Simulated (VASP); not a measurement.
Write the native input for VASP 6.6.1 that does the following.

```yaml
Task: single point
Functional: r2SCAN
Potentials_or_basis: VASP PAW PBE potentials, release 64 (Hf_pv, C)
Cutoff: 520 eV
k_mesh: 10 × 10 × 10
Occupations: fermi-dirac, width 0.05 eV
Spin: no spin polarisation
Dipole_correction: no
Further_INCAR_settings: ALGO = Normal; EDIFF = 1e-06; NBANDS = 14
```

HfC:

```
CELL_PARAMETERS angstrom
0.00000 2.35560 2.35560
2.35560 0.00000 2.35560
2.35560 2.35560 0.00000
ATOMIC_POSITIONS crystal
Hf 0.50000 0.50000 0.50000
C 0.00000 0.00000 0.00000
```

The input as run:

POSCAR

```
HfC
1.0
    0.0000000000      2.3555956139      2.3555956139
    2.3555956139      0.0000000000      2.3555956139
    2.3555956139      2.3555956139      0.0000000000
Hf C
1 1
Direct
    0.5000000000      0.5000000000      0.5000000000
    0.0000000000      0.0000000000      0.0000000000
```

INCAR.step1

```
  PREC = Accurate
  ENCUT = 520
  ISMEAR = -1
  SIGMA = 0.05
  LREAL = F
  LASPH = T
  NELM = 100
  NBANDS = 14
  GGA = PE
  ALGO = Normal
  EDIFF = 1E-4
  LWAVE = T
  LCHARG = F
```

INCAR.step2

```
  PREC = Accurate
  ENCUT = 520
  EDIFF = 1E-6
  ISMEAR = -1
  SIGMA = 0.05
  LREAL = F
  LASPH = T
  NELM = 100
  ALGO = Normal
  ISIF = 2
  LWAVE = F
  LCHARG = F
  METAGGA = R2SCAN
  LMIXTAU = T
  NBANDS = 14
  ISTART = 1
```

KPOINTS

```
Automatic mesh
0
Gamma
  10 10 10
```

Potentials or basis: VASP PAW PBE potentials, release 64 (Hf_pv, C).

Run with:

```sh
$ cat potpaw_PBE.64/Hf_pv/POTCAR potpaw_PBE.64/C/POTCAR > POTCAR
$ cp INCAR.step1 INCAR
$ mpirun -np 1 vasp_std > vasp.out
$ cp INCAR.step2 INCAR
$ mpirun -np 1 vasp_std > vasp.out
```

Results of the run:

| Quantity | Value |
| --- | --- |
| Pressure | -11.3 GPa |
| Band gap on the k mesh | zero (band 7 reaches 6.59 eV, above the bottom of band 8 at 5.14 eV) |

Caveat: the PAW data sets were made with another functional, which shifts forces and pressure a little; spin-orbit coupling is left out, which moves the levels of the heavy elements.

Wall time 64 s on 1 thread of Intel(R) Xeon(R) Platinum 8488C (Sapphire Rapids) (shared host), peak memory 0.18 GiB.
